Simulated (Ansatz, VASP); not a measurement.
## Two plane-wave programs on AlN

```
Al N
1.0
    -2.89978    4.00071    2.80854
     2.89978   -4.00071    2.80854
     2.89978    4.00071   -2.80854
Al N
6 6
Cartesian
  2.3788 2.8108 0.0000
  2.3788 -2.8108 2.8085
  0.5209 6.8115 0.0000
  0.5209 1.1899 2.8085
  0.0000 4.0007 1.4043
  2.8998 0.0000 1.4043
  0.5076 2.7526 0.0000
  3.4074 1.2482 0.0000
  0.0000 0.0000 1.4043
  0.0000 0.0000 4.2128
  -0.5076 2.7526 2.8085
  2.3922 1.2482 2.8085
```

Alike in both runs: functional PBE; k mesh 6 × 6 × 6; occupations gaussian, width 0.02 eV; no spin polarisation.

Ansatz relaxed the structure, and its values are those at the end. VASP's run is a single point on that final structure, the one shown.

```csv
,VASP,Ansatz
version,VASP 6.6.1,Ansatz 0.2.0
potentials or method,"VASP PAW PBE potentials, release 64 (Al, N), cutoff 520 eV","scalar-relativistic, plane waves, PAW"
valence electrons in the cell,48,48
```

Ansatz gave:

- gap on the k mesh at the Fermi level (eV): 2.68
- least direct gap on the mesh (eV): 2.68
- pressure (GPa): 0.0
- rms of the force components (eV/Å): 0.002

Q: Which values does VASP return?

A: gap on the k mesh at the Fermi level (eV): 2.68; least direct gap on the mesh (eV): 2.68; pressure (GPa): -0.3; rms of the force components (eV/Å): 0.004.

The functional is the same, so the differences come from potentials, cutoffs and numerics.
